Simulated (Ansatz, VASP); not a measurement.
Two plane-wave programs on TaN

```
Ta N
1.0
     0.00000    2.21132    2.21132
     2.21132    0.00000    2.21132
     2.21132    2.21132    0.00000
Ta N
1 1
Direct
  0.50000 0.50000 0.50000
  0.00000 0.00000 0.00000
```

Alike in both runs: task relaxation of cell and atoms; functional LDA; k mesh 10 × 10 × 10; occupations fermi-dirac, width 0.05 eV; no spin polarisation.

```csv
,VASP,Ansatz
version,VASP 6.6.1,Ansatz 0.2.0
potentials or method,"VASP PAW LDA potentials, release 64 (Ta_pv, N)",Ansatz PAW
plane-wave cutoff (eV),600,420
valence electrons in the cell,16,18
```

|  | VASP | Ansatz | Ansatz less VASP |
| --- | --- | --- | --- |
| relaxed volume (Å³/atom) | 10.33 | 10.27 | -0.057 |
| relaxed cell length with the largest relative difference (Å) | 3.080 | 3.074 | -0.0057 |

LDA's correlation is that of Perdew and Zunger in VASP and of Perdew and Wang (1992) in Ansatz. VASP's potentials hold 16 valence electrons a cell and Ansatz's 18, so a difference there can come from the potentials and not from the codes.

Neither program's run includes spin-orbit coupling. Noted on VASP's run: too few bands were computed for a metal, which touches its energy and stress. Noted on Ansatz's run: the plane-wave basis is chosen anew once the cell has moved, so the energies of steps on either side of that aren't comparable.
